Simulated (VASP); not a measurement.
Runs of VASP 6.6.1 on MgSe. The structure is that of space group Fm-3m (No. 225), or close to it. The cells are those of the table. 

```tsv
cell	k mesh	smearing	gap on the mesh (eV)	pressure (GPa)
a = 3.441 Å, angles 60.0°, 2 atoms	8 × 8 × 8	gaussian 0.01 eV	2.20	(a)
a = 3.854 Å, angles 60.0°, 2 atoms	6 × 6 × 6	gaussian 0.1 eV	1.64	-2.4
a = 3.812 Å, angles 60.0°, 2 atoms	8 × 8 × 8	gaussian 0.01 eV	1.70	-0.3
a = 3.441 Å, angles 60.0°, 2 atoms	10 × 10 × 10	gaussian 0.01 eV	2.20	40.2
a = 3.813 Å, angles 60.0°, 2 atoms	8 × 8 × 8	gaussian 0.02 eV	1.70	-0.3
```

Alike in all rows: task single point; level LDA; potentials or basis VASP PAW LDA potentials, release 64 (Mg, Se); no spin polarisation; cutoff (eV) 600.

**Question.** Estimate the missing entries.

**Answer.** (a) 40.1.

A k mesh can miss the band edges, and the runs leave out spin-orbit coupling on Se.
